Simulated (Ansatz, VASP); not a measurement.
**InSb in VASP and in Ansatz**

Contents of INCAR:

```
PREC = Accurate
ENCUT = 500
EDIFF = 1E-6
ISMEAR = 0
SIGMA = 0.15
LREAL = False
LASPH = True
NELM = 120
ALGO = Normal
ISIF = 2
LWAVE = False
LCHARG = True
GGA = CA
LELF = True
LVHAR = True
NBANDS = 16
GGA_COMPAT = False
```

The input KPOINTS:

```
Automatic mesh
0
Gamma
  22 22 22
```

Contents of POSCAR:

```
InSb
1.0
   -3.1086654069      3.1086654069      1.4683490857
    3.1086654069     -3.1086654069      1.4683490857
    3.1086654069      3.1086654069     -1.4683490857
In Sb
1 1
Direct
    0.2500000000      0.7500000000      0.5000000000
    0.0000000000      0.0000000000      0.0000000000
```

Input for Ansatz:

```yaml
crystal:
  lattice:
    - [-3.1086654069, 3.1086654069, 1.4683490857]
    - [3.1086654069, -3.1086654069, 1.4683490857]
    - [3.1086654069, 3.1086654069, -1.4683490857]
  atoms:
    - { symbol: In, position: [0.25, 0.75, 0.5] }
    - { symbol: Sb, position: [0.0, 0.0, 0.0] }
basis:
  ecutwfc: 420
kpoints:
  mp_grid: { grid: [22, 22, 22] }
hamiltonian:
  xc: lda
scf:
  occupations: { method: gaussian, width: 0.15 }
output:
  forces: true
  stress: true
  eigenvalues: true
```

Alike in both runs: task single point; functional LDA; k mesh 22 × 22 × 22; occupations gaussian, width 0.15 eV; no spin polarisation.

|  | VASP | Ansatz |
| --- | --- | --- |
| version | VASP 6.6.1 | Ansatz 0.2.0 |
| potentials or method | VASP PAW LDA potentials, release 64 (In_d, Sb), cutoff 500 eV | scalar-relativistic, plane waves, PAW |
| valence electrons in the cell | 18 | 28 |

```csv
,VASP,Ansatz,Ansatz less VASP
gap on the k mesh at the Fermi level (eV),none,none,-
pressure (GPa),-2.7,-2.8,-0.05
"traceless stress, the component that is largest in VASP (GPa)",5.73,5.62,-0.118
```

LDA's correlation is that of Perdew and Zunger in VASP and of Perdew and Wang (1992) in Ansatz. A gap of «none» marks a metal or a gap that the smearing closes. VASP's potentials hold 18 valence electrons a cell and Ansatz's 28, so a difference there can come from the potentials and not from the codes.

Spin-orbit coupling is off throughout.
